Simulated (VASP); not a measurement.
# CsH (Fm-3m) in VASP: further runs

CsH is run at these levels: LDA; tasks: single point.

Everything below comes from runs of VASP 6.6.1. Logs are shortened: lines on timing, memory, paths and dates and some standing lists are left out, and cuts for length are marked.

### 1 The cell of the first run

Symmetry: Fm-3m, No. 225, cubic system. Conventional cell: a = 5.913 Å, b = 5.913 Å, c = 5.913 Å, α = 90.00°, β = 90.00°, γ = 90.00°. Cs (site symmetry m-3m) has 6 H at 2.96 Å within 3.9 Å. H (site symmetry m-3m) has 6 Cs at 2.96 Å within 3.9 Å.

### 2 Single point, LDA (volume scaled by 0.91)

INCAR reads:

```
SYSTEM = CsH
PREC = Accurate
ENCUT = 520
EDIFF = 1E-7
ISMEAR = 0
SIGMA = 0.02
LREAL = .False.
LASPH = .True.
NELM = 80
ALGO = Normal
ISIF = 2
LWAVE = .False.
LCHARG = .False.
NBANDS = 12
```

KPOINTS reads:

```
Automatic mesh
0
Gamma
  8 8 8
  0 0 0
```

POSCAR reads:

```
CsH
1.0
    0.0000000000      2.9566925546      2.9566925546
    2.9566925546      0.0000000000      2.9566925546
    2.9566925546      2.9566925546      0.0000000000
Cs H
1 1
Direct
    0.0000000000      0.0000000000      0.0000000000
    0.5000000000      0.5000000000      0.5000000000
```

Potentials or basis: VASP PAW LDA potentials, release 64 (Cs_sv, H).

Launch:

```bash
> cat potpaw_LDA.64/Cs_sv/POTCAR potpaw_LDA.64/H/POTCAR > POTCAR
> mpirun -np 1 vasp_std > vasp.out
```

OUTCAR:

```text
SYSTEM = CsH
   PREC = Accurate
   ENCUT = 520
   EDIFF = 1E-7
   ISMEAR = 0
   LREAL = .False.
   LASPH = .True.
   NELM = 80
   ISIF = 2

 ion  position               nearest neighbor table
   1  0.000  0.000  0.000-
   2  0.500  0.500  0.500-

  LATTYP: Found a face centered cubic cell.
 ALAT       =     5.9133851092

  Lattice vectors:

 A1 = (   0.0000000000,   2.9566925546,   2.9566925546)
 A2 = (   2.9566925546,   0.0000000000,   2.9566925546)
 A3 = (   2.9566925546,   2.9566925546,   0.0000000000)

Analysis of symmetry for initial positions (statically):
=====================================================================
 Subroutine PRICEL returns:
 Original cell was already a primitive cell.

 Routine SETGRP: Setting up the symmetry group for a
 face centered cubic supercell.

 Subroutine GETGRP returns: Found 48 space group operations
 (whereof 48 operations were pure point group operations)
 out of a pool of 48 trial point group operations.

The static configuration has the point symmetry O_h .

Analysis of symmetry for dynamics (positions and initial velocities):
=====================================================================
 Subroutine PRICEL returns:
 Original cell was already a primitive cell.

 Routine SETGRP: Setting up the symmetry group for a
 face centered cubic supercell.

 Subroutine GETGRP returns: Found 48 space group operations
 (whereof 48 operations were pure point group operations)
 out of a pool of 48 trial point group operations.

The dynamic configuration has the point symmetry O_h .

 Subroutine INISYM returns: Found 48 space group operations
 (whereof 48 operations are pure point group operations),
 and found     1 'primitive' translations

----------------------------------------------------------------------------------------

                                     Primitive cell

  volume of cell :      51.6950

  direct lattice vectors                    reciprocal lattice vectors
     0.000000000  2.956692555  2.956692555    -0.169107877  0.169107877  0.169107877
     2.956692555  0.000000000  2.956692555     0.169107877 -0.169107877  0.169107877
     2.956692555  2.956692555  0.000000000     0.169107877  0.169107877 -0.169107877

  length of vectors
     4.181394710  4.181394710  4.181394710     0.292903434  0.292903434  0.292903434

  position of ions in fractional coordinates (direct lattice)
     0.000000000  0.000000000  0.000000000
     0.500000000  0.500000000  0.500000000

  ion indices of the primitive-cell ions
   primitive index   ion index
                 1           1
                 2           2

----------------------------------------------------------------------------------------

 KPOINTS: Automatic mesh

Automatic generation of k-mesh.
 Grid dimensions read from file:
 generate k-points for:    8    8    8

 Generating k-lattice:

  Cartesian coordinates                     Fractional coordinates (reciprocal lattice)
    -0.021138485  0.021138485  0.021138485     0.125000000  0.000000000  0.000000000
     0.021138485 -0.021138485  0.021138485     0.000000000  0.125000000  0.000000000
     0.021138485  0.021138485 -0.021138485     0.000000000  0.000000000  0.125000000

  Length of vectors
     0.036612929  0.036612929  0.036612929

  Shift w.r.t. Gamma in fractional coordinates (k-lattice)
     0.000000000  0.000000000  0.000000000

 Subroutine IBZKPT returns following result:
 ===========================================

 Found     29 irreducible k-points:

 Following reciprocal coordinates:
            Coordinates               Weight
  0.000000  0.000000  0.000000      1.000000
  0.125000  0.000000  0.000000      8.000000
  0.250000  0.000000  0.000000      8.000000
  0.375000  0.000000  0.000000      8.000000
  0.500000  0.000000  0.000000      4.000000
  0.125000  0.125000  0.000000      6.000000
[... 16 lines left out ...]
  0.500000  0.250000  0.125000     48.000000
 -0.375000  0.250000  0.125000     24.000000
 [... further k-points ...]
   k-points           NKPTS =     29   k-points in BZ     NKDIM =     29   number of bands    NBANDS=     12
   number of dos      NEDOS =    301   number of ions     NIONS =      2
   total plane-waves  NPLWV =  32768
   dimension x,y,z NGX =    32 NGY =   32 NGZ =   32
   dimension x,y,z NGXF=    64 NGYF=   64 NGZF=   64
   ions per type =               1   1
   NGX,Y,Z   is equivalent  to a cutoff of  12.72, 12.72, 12.72 a.u.
   NGXF,Y,Z  is equivalent  to a cutoff of  25.45, 25.45, 25.45 a.u.
 SYSTEM =  CsH
   PREC   = accura    normal or accurate (medium, high low for compatibility)
   ISTART =      0    job   : 0-new  1-cont  2-samecut
   ICHARG =      2    charge: 1-file 2-atom 10-const
   ISPIN  =      1    spin polarized calculation?
   LNONCOLLINEAR =      F non collinear calculations
   LSORBIT =      F    spin-orbit coupling
   LASPH  =      T    aspherical Exc in radial PAW
   ENCUT  =  520.0 eV  38.22 Ry    6.18 a.u.   7.77  7.77  7.77*2*pi/ulx,y,z
   NELM   =     80;   NELMIN=  2; NELMDL= -5     # of ELM steps
   EDIFF  = 0.1E-06   stopping-criterion for ELM
   LREAL  =      F    real-space projection
   EDIFFG = 0.1E-05   stopping-criterion for IOM
   NSW    =      0    number of steps for IOM
   IBRION =     -1    ionic relax: 0-MD 1-quasi-New 2-CG
   NFREE  =      0    steps in history (QN), initial steepest desc. (CG)
   ISIF   =      2    stress and relaxation
   ISYM   =      2    0-nonsym 1-usesym 2-fastsym
   POTIM  = 0.5000    time-step for ionic-motion
   TEBEG  =    0.0;   TEEND  =   0.0 temperature during run
   PSTRESS=    0.0 pullay stress
   NELECT =      10.0000    total number of electrons
   NUPDOWN=      -1.0000    fix difference up-down
   EMIN   =  10.00;   EMAX   =-10.00  energy-range for DOS
   EFERMI =   0.00;   METHOD = LEGACY
   ISMEAR =     0;   SIGMA  =   0.02  broadening in eV -4-tet -1-fermi 0-gaus
   EFERMI_NEDOS =   21; number of points for ismear=-14 and -15
   IALGO  =     38    algorithm
   IMIX   =      4    mixing-type and parameters
     AMIX     =   0.40;   BMIX     =  1.00
     AMIX_MAG =   1.60;   BMIX_MAG =  1.00
  volume/ion in A,a.u.               =      25.85       174.43
  Fermi-wavevector in a.u.,A,eV,Ry     =   0.946801  1.789194 12.196697  0.896432
  Thomas-Fermi vector in A             =   2.074833
   LORBIT       =      0    0 simple, 1 ext, 2 COOP (PROOUT), +10 PAW based schemes
   GGA     = CA    functional components
   LHFCALC =     F    Hartree Fock is set to
   AEXX    =    0.0000 exact exchange contribution
   IVDW    =     0    specifies the selected vdW correction
   LEPSILON=     F    determine dielectric tensor
   LRPA    =     F    only Hartree local field effects (RPA)
 non-spin polarized calculation
 Gauss-broadening in eV      SIGMA  =   0.02
  energy-cutoff  :      520.00
  volume of cell :       51.69
 maximum number of plane-waves:      1411
   NGX = 15   NGY = 15   NGZ = 15

 number of electron      10.0000000 magnetization

 number of electron       9.9999998 magnetization

 Free energy of the ion-electron system (eV)
  ---------------------------------------------------
  ext. energy  EPLUGINS =         0.00000000
  ---------------------------------------------------
  free energy    TOTEN  =        -4.90061209 eV

  energy without entropy =       -4.90061209  energy(sigma->0) =       -4.90061209

 E-fermi :   1.4346     XC(G=0):  -8.3781

 val. band max:        1.3388678531   @ k =   0.5000   0.0000   0.0000
 cond. band min:       2.8783978377   @ k =   0.5000   0.0000   0.0000
 fundamental gap:      1.5395299846
 Fermi energy:         1.4346361867

 k-point     1 :       0.0000    0.0000    0.0000
  band No.  band energies     occupation
      1     -20.3895      2.00000
      2      -6.5050      2.00000
      3      -6.5050      2.00000
      4      -6.5050      2.00000
      5      -1.0642      2.00000
      6       6.1900      0.00000
      7       6.1900      0.00000
      8       6.1900      0.00000
      9       7.7801      0.00000
     10       8.4744      0.00000
     11       8.4744      0.00000
     12       9.9353      0.00000

 k-point     2 :       0.1250    0.0000    0.0000
  band No.  band energies     occupation
      1     -20.3621      2.00000
      2      -6.7981      2.00000
      3      -6.5312      2.00000
      4      -6.5312      2.00000
      5      -0.6945      2.00000
      6       5.6404      0.00000
      7       6.3408      0.00000
      8       6.3408      0.00000
      9       7.4002      0.00000
     10       8.0352      0.00000
     11       8.0352      0.00000
     12      10.8147      0.00000

 k-point     3 :       0.2500    0.0000    0.0000
  band No.  band energies     occupation
      1     -20.2945      2.00000
      2      -7.4009      2.00000
      3      -6.5932      2.00000
      4      -6.5932      2.00000
      5       0.1106      2.00000
      6       4.4867      0.00000
      7       6.2619      0.00000
      8       6.2619      0.00000
      9       7.4191      0.00000
     10       8.1303      0.00000
     11       8.1303      0.00000
     12      12.7510      0.00000

 k-point     4 :       0.3750    0.0000    0.0000
  band No.  band energies     occupation
      1     -20.2249      2.00000
      2      -7.9112      2.00000
      3      -6.6531      2.00000
      4      -6.6531      2.00000
      5       0.9131      2.00000
      6       3.4107      0.00000
      7       5.8451      0.00000
      8       5.8451      0.00000
      9       8.2202      0.00000
     10       9.2922      0.00000
     11       9.2922      0.00000
     12      13.6581      0.00000

 k-point     5 :       0.5000    0.0000    0.0000
  band No.  band energies     occupation
      1     -20.1955      2.00000
      2      -8.1043      2.00000
      3      -6.6773      2.00000
      4      -6.6773      2.00000
      5       1.3389      2.00000
      6       2.8784      0.00000
      7       5.6685      0.00000
      8       5.6685      0.00000
      9       9.0074      0.00000
     10      10.2649      0.00000
     11      10.2649      0.00000
     12      12.2854      0.00000
[... 228 lines left out ...]
      1     -20.1346      2.00000
      2      -7.8539      2.00000
      3      -7.0186      2.00000
      4      -7.0186      2.00000
      5      -0.6767      2.00000
      6       3.5764      0.00000
      7       7.5930      0.00000
      8      10.2758      0.00000
      9      10.3091      0.00000
     10      10.3091      0.00000
     11      10.3786      0.00000
     12      10.9845      0.00000

 k-point    22 :       0.3750    0.2500    0.1250
  band No.  band energies     occupation
      1     -20.2441      2.00000
      2      -7.5080      2.00000
      3      -6.8847      2.00000
      4      -6.6847      2.00000
      5       0.2574      2.00000
      6       4.7364      0.00000
      7       4.8672      0.00000
      8       6.9406      0.00000
      9       7.4744      0.00000
     10       9.0897      0.00000
     11       9.8116      0.00000
     12      12.6283      0.00000

 k-point    23 :       0.5000    0.2500    0.1250
  band No.  band energies     occupation
      1     -20.1881      2.00000
      2      -7.7670      2.00000
      3      -7.0477      2.00000
      4      -6.7694      2.00000
      5       0.5215      2.00000
      6       4.1465      0.00000
      7       5.2320      0.00000
      8       6.6593      0.00000
      9       8.3392      0.00000
     10       9.6519      0.00000
     11      11.0028      0.00000
     12      12.0479      0.00000

 k-point    24 :      -0.3750    0.2500    0.1250
  band No.  band energies     occupation
      1     -20.1646      2.00000
      2      -7.8747      2.00000
      3      -7.0969      2.00000
      4      -6.8166      2.00000
      5       0.6128      2.00000
      6       3.8926      0.00000
      7       5.6242      0.00000
      8       6.5294      0.00000
      9       9.1154      0.00000
     10       9.3074      0.00000
     11      11.3636      0.00000
     12      11.5355      0.00000

 [... further k-points ...]
[... 5 lines left out ...]
  --------------------------------------------------------------------------------------
  -------------------------------------------------------------------------------------
  Total        0.4546066      0.4546066      0.4546066      0.0000000      0.0000000      0.0000000
  in kB       14.0895723     14.0895723     14.0895723      0.0000000      0.0000000      0.0000000
  external PRESSURE =      14.0895723 kB  Pullay stress =       0.0000000 kB

 VOLUME and BASIS-vectors are now :
 -----------------------------------------------------------------------------
  energy-cutoff  :      520.00
  volume of cell :       51.69
      direct lattice vectors                 reciprocal lattice vectors
     0.000000000  2.956692555  2.956692555    -0.169107877  0.169107877  0.169107877
     2.956692555  0.000000000  2.956692555     0.169107877 -0.169107877  0.169107877
     2.956692555  2.956692555  0.000000000     0.169107877  0.169107877 -0.169107877

 POSITION                                       TOTAL-FORCE (eV/Angst)
 -----------------------------------------------------------------------------------
      0.00000      0.00000      0.00000         0.000000      0.000000      0.000000
      2.95669      2.95669      2.95669        -0.000000     -0.000000     -0.000000
 -----------------------------------------------------------------------------------
    total drift:                                0.000000     -0.000000     -0.000000

  FREE ENERGIE OF THE ION-ELECTRON SYSTEM (eV)
  ---------------------------------------------------
  free  energy   TOTEN  =        -4.9006120850 eV

  energy  without entropy=       -4.9006120850  energy(sigma->0) =       -4.90061209
```

Wall time 13 s (1 thread of Intel Xeon Platinum 8375C at 2.90GHz (Ice Lake), shared host); peak memory 0.15 GiB.

Results:

```yaml
Free_energy: -4.9006 eV
Pressure: 1.4 GPa
Band_gap_on_the_k_mesh: 1.54 eV, direct
```

Caveat: spin-orbit coupling is left out, which moves the levels of the heavy elements.

### 3 Single point, LDA (volume scaled by 1.10)

INCAR reads:

```
SYSTEM = CsH
PREC     = Accurate       ! precision mode
ENCUT    = 520            ! plane-wave cutoff, eV
EDIFF    = 1E-7           ! SCF threshold, eV
ISMEAR   = 0              ! smearing method
SIGMA    = 0.02           ! smearing width, eV
LREAL    = .FALSE.        ! projectors in reciprocal space
LASPH    = .TRUE.         ! aspherical terms in the spheres
NELM     = 60             ! most SCF steps
ALGO     = Normal         ! electronic algorithm
ISIF     = 2              ! what is computed and relaxed
LWAVE    = .FALSE.        ! write WAVECAR
LCHARG   = .TRUE.         ! write CHGCAR
LELF     = .TRUE.         ! ELF
LVHAR    = .TRUE.       
NBANDS   = 12             ! bands
```

KPOINTS reads:

```
regular mesh
0
G
  8 8 8
  0 0 0
```

POSCAR reads:

```
CsH
1.0
    0.0000000000      3.1496086798      3.1496086798
    3.1496086798      0.0000000000      3.1496086798
    3.1496086798      3.1496086798      0.0000000000
Cs H
1 1
Direct
    0.0000000000      0.0000000000      0.0000000000
    0.5000000000      0.5000000000      0.5000000000
```

Potentials or basis: VASP PAW LDA potentials, release 64 (Cs_sv, H).

Launch:

```bash
> cat potpaw_LDA.64/Cs_sv/POTCAR potpaw_LDA.64/H/POTCAR > POTCAR
> mpirun -np 1 vasp_std > vasp.out
```

Wall time 18 s (1 thread of Intel Xeon Platinum 8375C at 2.90GHz (Ice Lake), shared host); peak memory 0.17 GiB.

The run converged. Its results:

```
Free energy            : -4.9071 eV
Pressure               : -1.0 GPa
Band gap on the k mesh : 1.89 eV, direct
```

Levels at points of the mesh, in eV from the valence-band top:
```
           k point  band 2  band 3  band 4  band 5  band 6  band 7  band 8  band 9
(0.00, 0.00, 0.00)   -7.88   -7.88   -7.88   -1.95    4.97    4.97    4.97    5.79
(0.50, 0.00, 0.00)   -8.85   -7.99   -7.99    0.00    1.89    4.53    4.53    7.10
(0.50, 0.50, 0.00)   -8.70   -8.19   -8.19   -1.33    2.77    5.44    8.03    8.22
```

Caveat: spin-orbit coupling is left out, which moves the levels of the heavy elements. A k mesh can miss the band edges.
